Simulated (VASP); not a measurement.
Here is a VASP 6.6.1 calculation.

File INCAR:

```
SYSTEM = LiTlS2
PREC     = Accurate       ! precision mode
ENCUT    = 520            ! plane-wave cutoff, eV
EDIFF    = 1E-6           ! SCF threshold, eV
ISMEAR   = 0              ! smearing method
SIGMA    = 0.01           ! smearing width, eV
LREAL    = .False.        ! projectors in reciprocal space
LASPH    = .True.         ! aspherical terms in the spheres
NELM     = 60             ! most SCF steps
ALGO     = Normal         ! electronic algorithm
ISIF     = 2              ! what is computed and relaxed
LWAVE    = .False.        ! write WAVECAR
LCHARG   = .False.        ! write CHGCAR
GGA      = PE             ! functional
NBANDS   = 22             ! bands
```

KPOINTS

```
Automatic mesh
0
Gamma
  4 4 2
  0 0 0
```

Contents of POSCAR:

```
LiTlS2
1.0
    4.0667718535      0.0000000000      0.0000000000
    0.0000000000      4.0667718535      0.0000000000
    0.0000000000      0.0000000000      5.7187778076
Li S Tl
1 2 1
Direct
    0.0000000000      0.0000000000      0.0000000000
    0.0000000000      0.5000000000      0.2309016898
    0.5000000000      0.0000000000      0.7690983102
    0.5000000000      0.5000000000      0.5000000000
```

Potentials or basis: VASP PAW PBE potentials, release 64 (Li_sv, S, Tl_d).

Launch:

```console
$ cat potpaw_PBE.64/Li_sv/POTCAR potpaw_PBE.64/S/POTCAR potpaw_PBE.64/Tl_d/POTCAR > POTCAR
$ mpirun -np 1 vasp_std > vasp.out
```

(1) Predict the largest force.

(2) Estimate the band gap on the k mesh.

## Answers

(1) 0.170 eV/Å.

(2) 0.93 eV, direct.

Caveat: the k points lie up to 0.55 Å⁻¹ apart; spin-orbit coupling is left out, which moves the levels of the heavy elements.
